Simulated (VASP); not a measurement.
# Co (P-3m1) in VASP: a series of runs

Aim: see how the results for Co move with the level of theory and the settings. Levels: PBE, PBEsol, LDA. Tasks: single point.

All numbers are computed with VASP 6.6.1; they aren't measurements. Logs are shortened: lines on timing, memory, paths and dates and some standing lists are left out, and cuts for length are marked.

## Step 1: The cell of the first run

It takes space group P-3m1 (No. 164, trigonal). The conventional cell has a = 2.487 Å, b = 2.487 Å, c = 4.063 Å, α = 90.00°, β = 90.00°, γ = 120.00°. Within 3.2 Å of Co (site symmetry 3m) lie 12 Co at 2.42 to 2.55 Å.

## Step 2: Single point, PBE, collinear spin, ferromagnetic start

The input, INCAR:

```
PREC     = Accurate       # precision mode
ENCUT    = 520            # plane-wave cutoff, eV
EDIFF    = 1E-7           # SCF threshold, eV
ISMEAR   = -1             # smearing method
SIGMA    = 0.05           # smearing width, eV
LREAL    = F              # projectors in reciprocal space
LASPH    = T              # aspherical terms in the spheres
NELM     = 150            # most SCF steps
ALGO     = Normal         # electronic algorithm
ISIF     = 2              # what is computed and relaxed
LWAVE    = F              # write WAVECAR
LCHARG   = F              # write CHGCAR
ISPIN    = 2              # spin polarisation
MAGMOM   = 2 2            # initial moments
LORBIT   = 11             # projections on sites
LMAXMIX  = 4              # l up to which the mixer works
GGA      = PE             # functional
NBANDS   = 20             # bands
```

The input, KPOINTS:

```
regular mesh
0
Gamma
  12 12 7
```

The input, POSCAR:

```
Co
1.0
    2.4873648738      0.0000000000      0.0000000000
   -1.2436824369      2.1541211692      0.0000000000
    0.0000000000      0.0000000000      4.0632895034
Co
2
Direct
    0.3333333333      0.6666666667      0.7401390000
    0.6666666667      0.3333333333      0.2598610000
```

Potentials or basis: VASP PAW PBE potentials, release 64 (Co).

Launch:

```
cat potpaw_PBE.64/Co/POTCAR > POTCAR
mpirun -np 1 vasp_std > vasp.out
```

OUTCAR:

```text
PREC = Accurate
   ENCUT = 520
   EDIFF = 1E-7
   ISMEAR = -1
   LREAL = F
   LASPH = T
   NELM = 150
   ISIF = 2
   ISPIN = 2
   LORBIT = 11
   GGA = PE

 ion  position               nearest neighbor table
   1  0.333  0.667  0.740-   2 2.42   2 2.42   2 2.42   2 2.55   2 2.55   2 2.55
   2  0.667  0.333  0.260-   1 2.42   1 2.42   1 2.42   1 2.55   1 2.55   1 2.55

  LATTYP: Found a hexagonal cell.
 ALAT       =     2.4873648738
 C/A-ratio  =     1.6335719565

  Lattice vectors:

 A1 = (   2.4873648738,   0.0000000000,   0.0000000000)
 A2 = (  -1.2436824369,   2.1541211692,   0.0000000000)
 A3 = (   0.0000000000,   0.0000000000,   4.0632895034)

Analysis of symmetry for initial positions (statically):
=====================================================================
 Subroutine PRICEL returns:
 Original cell was already a primitive cell.

 Routine SETGRP: Setting up the symmetry group for a
 hexagonal supercell.

 Subroutine GETGRP returns: Found 12 space group operations
 (whereof 12 operations were pure point group operations)
 out of a pool of 24 trial point group operations.

The static configuration has the point symmetry D_3d.

Analysis of symmetry for dynamics (positions and initial velocities):
=====================================================================
 Subroutine PRICEL returns:
 Original cell was already a primitive cell.

 Routine SETGRP: Setting up the symmetry group for a
 hexagonal supercell.

 Subroutine GETGRP returns: Found 12 space group operations
 (whereof 12 operations were pure point group operations)
 out of a pool of 24 trial point group operations.

The dynamic configuration has the point symmetry D_3d.

Analysis of structural, dynamic, and magnetic symmetry:
=====================================================================
 Subroutine PRICEL returns:
 Original cell was already a primitive cell.

 Routine SETGRP: Setting up the symmetry group for a
 hexagonal supercell.

 Subroutine GETGRP returns: Found 12 space group operations
 (whereof 12 operations were pure point group operations)
 out of a pool of 24 trial point group operations.

The overall configuration has the point symmetry D_3d.

 Subroutine INISYM returns: Found 12 space group operations
 (whereof 12 operations are pure point group operations),
 and found     1 'primitive' translations

----------------------------------------------------------------------------------------

                                     Primitive cell

  volume of cell :      21.7715

  direct lattice vectors                    reciprocal lattice vectors
     2.487364874  0.000000000  0.000000000     0.402031889  0.232113220  0.000000000
    -1.243682437  2.154121169  0.000000000     0.000000000  0.464226439  0.000000000
     0.000000000  0.000000000  4.063289503     0.000000000  0.000000000  0.246106018

  length of vectors
     2.487364874  2.487364874  4.063289503     0.464226439  0.464226439  0.246106018

  position of ions in fractional coordinates (direct lattice)
     0.333333333  0.666666667  0.740139000
     0.666666667  0.333333333  0.259861000

  ion indices of the primitive-cell ions
   primitive index   ion index
                 1           1
                 2           2

----------------------------------------------------------------------------------------

 KPOINTS: regular mesh

Automatic generation of k-mesh.
 Grid dimensions read from file:
 generate k-points for:   12   12    7

 Generating k-lattice:

  Cartesian coordinates                     Fractional coordinates (reciprocal lattice)
     0.033502657  0.019342768  0.000000000     0.083333333  0.000000000  0.000000000
     0.000000000  0.038685537  0.000000000     0.000000000  0.083333333  0.000000000
     0.000000000  0.000000000  0.035158003     0.000000000  0.000000000  0.142857143

  Length of vectors
     0.038685537  0.038685537  0.035158003

  Shift w.r.t. Gamma in fractional coordinates (k-lattice)
     0.000000000  0.000000000  0.000000000

 Subroutine IBZKPT returns following result:
 ===========================================

 Found    112 irreducible k-points:

 Following reciprocal coordinates:
            Coordinates               Weight
  0.000000  0.000000  0.000000      1.000000
  0.083333  0.000000  0.000000      6.000000
  0.166667  0.000000  0.000000      6.000000
  0.250000  0.000000  0.000000      6.000000
  0.333333  0.000000  0.000000      6.000000
  0.416667  0.000000  0.000000      6.000000
[... 16 lines left out ...]
  0.166667  0.000000  0.142857      6.000000
  0.000000  0.166667  0.142857      6.000000
 [... further k-points ...]
   k-points           NKPTS =    112   k-points in BZ     NKDIM =    112   number of bands    NBANDS=     20
   number of dos      NEDOS =    301   number of ions     NIONS =      2
   total plane-waves  NPLWV =   9720
   dimension x,y,z NGX =    18 NGY =   18 NGZ =   30
   dimension x,y,z NGXF=    36 NGYF=   36 NGZF=   60
   ions per type =               2
   NGX,Y,Z   is equivalent  to a cutoff of  12.03, 12.03, 12.27 a.u.
   NGXF,Y,Z  is equivalent  to a cutoff of  24.06, 24.06, 24.55 a.u.
 SYSTEM =  unknown system
   PREC   = accura    normal or accurate (medium, high low for compatibility)
   ISTART =      0    job   : 0-new  1-cont  2-samecut
   ICHARG =      2    charge: 1-file 2-atom 10-const
   ISPIN  =      2    spin polarized calculation?
   LNONCOLLINEAR =      F non collinear calculations
   LSORBIT =      F    spin-orbit coupling
   LASPH  =      T    aspherical Exc in radial PAW
   ENCUT  =  520.0 eV  38.22 Ry    6.18 a.u.   4.62  4.62  7.56*2*pi/ulx,y,z
   NELM   =    150;   NELMIN=  2; NELMDL= -5     # of ELM steps
   EDIFF  = 0.1E-06   stopping-criterion for ELM
   LREAL  =      F    real-space projection
   EDIFFG = 0.1E-05   stopping-criterion for IOM
   NSW    =      0    number of steps for IOM
   IBRION =     -1    ionic relax: 0-MD 1-quasi-New 2-CG
   NFREE  =      0    steps in history (QN), initial steepest desc. (CG)
   ISIF   =      2    stress and relaxation
   ISYM   =      2    0-nonsym 1-usesym 2-fastsym
   POTIM  = 0.5000    time-step for ionic-motion
   TEBEG  =    0.0;   TEEND  =   0.0 temperature during run
   PSTRESS=    0.0 pullay stress
   NELECT =      18.0000    total number of electrons
   NUPDOWN=      -1.0000    fix difference up-down
   EMIN   =  10.00;   EMAX   =-10.00  energy-range for DOS
   EFERMI =   0.00;   METHOD = LEGACY
   ISMEAR =    -1;   SIGMA  =   0.05  broadening in eV -4-tet -1-fermi 0-gaus
   EFERMI_NEDOS =   21; number of points for ismear=-14 and -15
   IALGO  =     38    algorithm
   IMIX   =      4    mixing-type and parameters
     AMIX     =   0.40;   BMIX     =  1.00
     AMIX_MAG =   1.60;   BMIX_MAG =  1.00
  volume/ion in A,a.u.               =      10.89        73.46
  Fermi-wavevector in a.u.,A,eV,Ry     =   1.536514  2.903591 32.121660  2.360875
  Thomas-Fermi vector in A             =   2.643152
   LORBIT       =     11    0 simple, 1 ext, 2 COOP (PROOUT), +10 PAW based schemes
   GGA     = PE    functional components
   LHFCALC =     F    Hartree Fock is set to
   AEXX    =    0.0000 exact exchange contribution
   IVDW    =     0    specifies the selected vdW correction
   LEPSILON=     F    determine dielectric tensor
   LRPA    =     F    only Hartree local field effects (RPA)
 spin polarized calculation
  energy-cutoff  :      520.00
  volume of cell :       21.77
 maximum number of plane-waves:       600
   NGX =  9   NGY =  9   NGZ = 15

 number of electron      17.9999996 magnetization       3.2582287

 Free energy of the ion-electron system (eV)
  ---------------------------------------------------
  ext. energy  EPLUGINS =         0.00000000
  ---------------------------------------------------
  free energy    TOTEN  =       -14.05360948 eV

  energy without entropy =      -14.03844842  energy(sigma->0) =      -14.04602895

 E-fermi :  10.2297     XC(G=0): -13.3806

 val. band max:       10.2284252670   @ k =   0.0833   0.0833   0.1429
 cond. band min:      10.2310167241   @ k =   0.0000   0.1667   0.1429
 fundamental gap:      0.0025914571
 Fermi energy:        10.2296738458

 spin component 1

 k-point     1 :       0.0000    0.0000    0.0000
  band No.  band energies     occupation
      1       1.3186      1.00000
      2       5.0637      1.00000
      3       7.5461      1.00000
      4       7.6011      1.00000
      5       7.6011      1.00000
      6       7.8960      1.00000
[... 12 lines left out ...]
     19      36.2428      0.00000
     20      36.2428      0.00000

 k-point     2 :       0.0833    0.0000    0.0000
  band No.  band energies     occupation
      1       1.5630      1.00000
      2       5.2114      1.00000
      3       7.3529      1.00000
      4       7.7134      1.00000
      5       7.7542      1.00000
      6       7.8461      1.00000
[... 12 lines left out ...]
     19      37.5380      0.00000
     20      38.6098      0.00000
[... 465 lines left out ...]
      3       7.0220      1.00000
      4       7.2487      1.00000
      5       7.6599      1.00000
      6       7.8487      1.00000
[... 12 lines left out ...]
     19      36.8810      0.00000
     20      37.7304      0.00000

 k-point    24 :       0.0000    0.1667    0.1429
  band No.  band energies     occupation
      1       2.4558      1.00000
      2       5.5770      1.00000
      3       7.0799      1.00000
      4       7.2920      1.00000
      5       7.5592      1.00000
      6       7.9073      1.00000
[... 12 lines left out ...]
     19      36.6818      0.00000
     20      37.6883      0.00000

 [... further k-points ...]

 spin component 2

 k-point     1 :       0.0000    0.0000    0.0000
  band No.  band energies     occupation
      1       1.3180      1.00000
      2       6.0092      1.00000
      3       9.1531      1.00000
      4       9.2635      1.00000
      5       9.2635      1.00000
      6       9.5709      1.00000
[... 12 lines left out ...]
     19      36.5388      0.00000
     20      36.5388      0.00000

 k-point     2 :       0.0833    0.0000    0.0000
  band No.  band energies     occupation
      1       1.5632      1.00000
      2       6.1776      1.00000
      3       8.9372      1.00000
      4       9.3277      1.00000
      5       9.3881      1.00000
      6       9.4396      1.00000
[... 12 lines left out ...]
     19      37.4221      0.00000
     20      38.9090      0.00000
[... 465 lines left out ...]
      3       8.2251      1.00000
      4       8.6841      1.00000
      5       9.3266      1.00000
      6       9.4920      1.00000
[... 12 lines left out ...]
     19      37.0439      0.00000
     20      37.9890      0.00000

 k-point    24 :       0.0000    0.1667    0.1429
  band No.  band energies     occupation
      1       2.4670      1.00000
      2       6.4987      1.00000
      3       8.3052      1.00000
      4       8.6697      1.00000
      5       9.1656      1.00000
      6       9.5782      1.00000
[... 12 lines left out ...]
     19      36.8855      0.00000
     20      37.9439      0.00000

 [... further k-points ...]
[... 5 lines left out ...]
  --------------------------------------------------------------------------------------
  -------------------------------------------------------------------------------------
  Total        0.1371227      0.1371227     -0.2552966      0.0000000     -0.0000000      0.0000000
  in kB       10.0909583     10.0909583    -18.7874654      0.0000000     -0.0000000      0.0000000
  external PRESSURE =       0.4648171 kB  Pullay stress =       0.0000000 kB

 VOLUME and BASIS-vectors are now :
 -----------------------------------------------------------------------------
  energy-cutoff  :      520.00
  volume of cell :       21.77
      direct lattice vectors                 reciprocal lattice vectors
     2.487364874  0.000000000  0.000000000     0.402031889  0.232113220  0.000000000
    -1.243682437  2.154121169  0.000000000     0.000000000  0.464226439  0.000000000
     0.000000000  0.000000000  4.063289503     0.000000000  0.000000000  0.246106018

 POSITION                                       TOTAL-FORCE (eV/Angst)
 -----------------------------------------------------------------------------------
     -0.00000      1.43608      3.00740        -0.000000      0.000000      0.481260
      1.24368      0.71804      1.05589         0.000000      0.000000     -0.481260
 -----------------------------------------------------------------------------------
    total drift:                                0.000000     -0.000000     -0.000000

  FREE ENERGIE OF THE ION-ELECTRON SYSTEM (eV)
  ---------------------------------------------------
  free  energy   TOTEN  =       -14.0536094781 eV

  energy  without entropy=      -14.0384484247  energy(sigma->0) =      -14.04602895

 total charge

# of ion       s       p       d       tot
------------------------------------------
    1        0.489   0.521   7.262   8.273
    2        0.489   0.521   7.262   8.273
--------------------------------------------------
tot          0.979   1.043  14.524  16.546

 magnetization (x)

# of ion       s       p       d       tot
------------------------------------------
    1       -0.014  -0.053   1.716   1.648
    2       -0.014  -0.053   1.716   1.648
--------------------------------------------------
tot         -0.028  -0.107   3.431   3.297
```

It took 36 s on 1 thread of Intel Xeon 6975P-C (Granite Rapids), shared host; peak memory 0.18 GiB.

What came out:

| Property | Result |
| --- | --- |
| Free energy | -14.0536 eV |
| Pressure | 0.0 GPa |
| Largest force | 0.481 eV/Å |
| Net moment | 3.26 μB per cell |
| Site moments | Co +1.65 μB |
| Valence electrons inside the program's atomic spheres | Co 8.27 |

Forces on the atoms (eV/Å):
```
Co   0.000  0.000  0.481
Co   0.000  0.000 -0.481
```

Stress tensor (GPa, compression positive):
```
 1.01  0.00  0.00
 0.00  1.01  0.00
 0.00  0.00 -1.88
```

Levels at points of the mesh, in eV from the Fermi level:
Spin up:
| k point | band 8 | band 9 | band 10 | band 11 | band 12 | band 13 | band 14 | band 15 |
| --- | --- | --- | --- | --- | --- | --- | --- | --- |
| (0.00, 0.00, 0.00) | -1.93 | -1.93 | -0.86 | -0.86 | -0.17 | 6.11 | 22.05 | 24.68 |
| (0.50, 0.00, 0.00) | -0.72 | -0.70 | -0.54 | 1.29 | 3.31 | 9.43 | 10.40 | 12.52 |
Spin down:
```tsv
k point	band 3	band 4	band 5	band 6	band 7	band 8	band 9	band 10	band 11	band 12
(0.00, 0.00, 0.00)	-1.08	-0.97	-0.97	-0.66	-0.66	-0.21	-0.10	-0.10	1.04	1.04
(0.50, 0.00, 0.00)	-3.25	-1.81	-1.09	-1.06	-0.65	1.19	1.28	1.35	2.52	4.29
```

## Step 3: Single point, PBEsol, collinear spin, ferromagnetic start

This run uses another cell than the first one, of 11.32 Å³/atom, 1.040 times its volume.

The input, INCAR:

```
  PREC = Accurate
  ENCUT = 520
  EDIFF = 1E-6
  ISMEAR = -1
  SIGMA = 0.05
  LREAL = False
  LASPH = True
  NELM = 150
  ALGO = Normal
  ISIF = 2
  LWAVE = False
  LCHARG = True
  ISPIN = 2
  MAGMOM = 2 2
  LORBIT = 11
  LMAXMIX = 4
  GGA = PS
  LELF = True
  LVHAR = True
  NBANDS = 20
```

The input, KPOINTS:

```
Automatic mesh
0
Gamma
  12 12 7
```

The input, POSCAR:

```
Co
1.0
    2.5200971126      0.0000000000      0.0000000000
   -1.2600485563      2.1824681195      0.0000000000
    0.0000000000      0.0000000000      4.1167599708
Co
2
Direct
    0.3333333333      0.6666666667      0.7401390000
    0.6666666667      0.3333333333      0.2598610000
```

Potentials or basis: VASP PAW PBE potentials, release 64 (Co).

Launch:

```
cat potpaw_PBE.64/Co/POTCAR > POTCAR
mpirun -np 1 vasp_std > vasp.out
```

Run time: 95 s. Hardware: 1 thread of AMD EPYC 7R43 (Zen 3), shared host; peak memory 0.16 GiB.

Results (log left out):

```yaml
Free_energy: -15.3441 eV
Pressure: -16.7 GPa
Largest_force: 0.313 eV/Å
Net_moment: 3.32 μB per cell
Site_moments: Co +1.68 μB
Valence_electrons_inside_the_program's_atomic_spheres: Co 8.20
```

Forces on the atoms (eV/Å):
```
Co   0.000  0.000  0.313
Co   0.000  0.000 -0.313
```

Stress tensor (GPa, compression positive):
```
-15.88   0.00   0.00
  0.00 -15.88   0.00
  0.00   0.00 -18.37
```

Levels at points of the mesh, in eV from the Fermi level:
Spin up:
```tsv
k point	band 8	band 9	band 10	band 11	band 12	band 13	band 14	band 15
(0.00, 0.00, 0.00)	-1.90	-1.90	-0.89	-0.89	-0.21	5.75	21.66	23.89
(0.50, 0.00, 0.00)	-0.76	-0.74	-0.59	1.16	3.09	9.08	9.98	12.13
```
Spin down:
| k point | band 3 | band 4 | band 5 | band 6 | band 7 | band 8 | band 9 | band 10 | band 11 | band 12 |
| --- | --- | --- | --- | --- | --- | --- | --- | --- | --- | --- |
| (0.00, 0.00, 0.00) | -1.00 | -0.89 | -0.89 | -0.60 | -0.60 | -0.18 | -0.08 | -0.08 | 1.01 | 1.01 |
| (0.50, 0.00, 0.00) | -3.06 | -1.72 | -1.02 | -0.98 | -0.60 | 1.15 | 1.23 | 1.30 | 2.42 | 4.10 |

Caveat: the PAW data sets were made with another functional, which shifts forces and pressure a little.

## Step 4: Single point, LDA, collinear spin, ferromagnetic start

This run uses another cell than the first one, of 11.54 Å³/atom, 1.060 times its volume.

The input, INCAR:

```
SYSTEM = Co
ALGO = Fast ; EDIFF = 1E-6
ENCUT = 520 ; ISIF = 2
ISMEAR = -1 ; ISPIN = 2
LASPH = .True. ; LCHARG = .False.
LMAXMIX = 4 ; LORBIT = 11
LREAL = .False. ; LWAVE = .False.
MAGMOM = 2 2 ; NBANDS = 20
NELM = 150 ; PREC = Accurate
SIGMA = 0.05
```

The input, KPOINTS:

```
k-points
0
Gamma
  12 12 7
  0 0 0
```

The input, POSCAR:

```
Co
1.0
    2.5361491194      0.0000000000      0.0000000000
   -1.2680745597      2.1963695652      0.0000000000
    0.0000000000      0.0000000000      4.1429820789
Co
2
Direct
    0.3333333333      0.6666666667      0.7401390000
    0.6666666667      0.3333333333      0.2598610000
```

Potentials or basis: VASP PAW LDA potentials, release 64 (Co).

Launch:

```
cat potpaw_LDA.64/Co/POTCAR > POTCAR
mpirun -np 1 vasp_std > vasp.out
```

Run time: 1.8 min. Hardware: 1 thread of AMD EPYC 7R43 (Zen 3), shared host; peak memory 0.15 GiB.

It converged, with:

| Item | Value |
| --- | --- |
| Free energy | -15.9278 eV |
| Pressure | -27.0 GPa |
| Largest force | 0.234 eV/Å |
| Net moment | 3.23 μB per cell |
| Site moments | Co +1.62 μB |
| Valence electrons inside the program's atomic spheres | Co 8.18 |

Forces on the atoms (eV/Å):
```
Co   0.000  0.000  0.234
Co   0.000  0.000 -0.234
```

Stress tensor (GPa, compression positive):
```
-26.18   0.00   0.00
  0.00 -26.18   0.00
  0.00   0.00 -28.72
```

Levels at points of the mesh, in eV from the Fermi level:
Spin up:
```tsv
k point	band 9	band 10	band 11	band 12	band 13	band 14
(0.00, 0.00, 0.00)	-1.72	-0.73	-0.73	-0.12	5.71	21.57
(0.50, 0.00, 0.00)	-0.57	-0.45	1.25	3.12	9.01	9.87
```
Spin down:
| k point | band 5 | band 6 | band 7 | band 8 | band 9 | band 10 |
| --- | --- | --- | --- | --- | --- | --- |
| (0.00, 0.00, 0.00) | -0.90 | -0.61 | -0.61 | -0.12 | -0.12 | 0.05 |
| (0.50, 0.00, 0.00) | -1.02 | -0.96 | -0.60 | 1.07 | 1.15 | 1.23 |

## Step 5: The runs side by side

```tsv
level	potentials or basis	cell	gap on the mesh (eV)	pressure (GPa)	moment (μB)	largest force (eV/Å)
PBE	VASP PAW PBE potentials, release 64 (Co)	a = 2.487, b = 2.487, c = 4.063 Å, angles 90.0, 90.0, 120.0°, 2 atoms	none	0.0	3.26	0.48
PBEsol	VASP PAW PBE potentials, release 64 (Co)	a = 2.520, b = 2.520, c = 4.117 Å, angles 90.0, 90.0, 120.0°, 2 atoms	none	-16.7	3.32	0.31
LDA	VASP PAW LDA potentials, release 64 (Co)	a = 2.536, b = 2.536, c = 4.143 Å, angles 90.0, 90.0, 120.0°, 2 atoms	none	-27.0	3.23	0.23
```

Alike in all rows: task single point; spin collinear, ferromagnetic start; k mesh 12 × 12 × 7; cutoff (eV) 520; smearing fermi-dirac 0.05 eV.

Caveats: the PAW data sets were made with another functional, which shifts forces and pressure a little (some runs).

Total energies depend on the potentials used, so only differences within one code and one set of settings carry meaning.
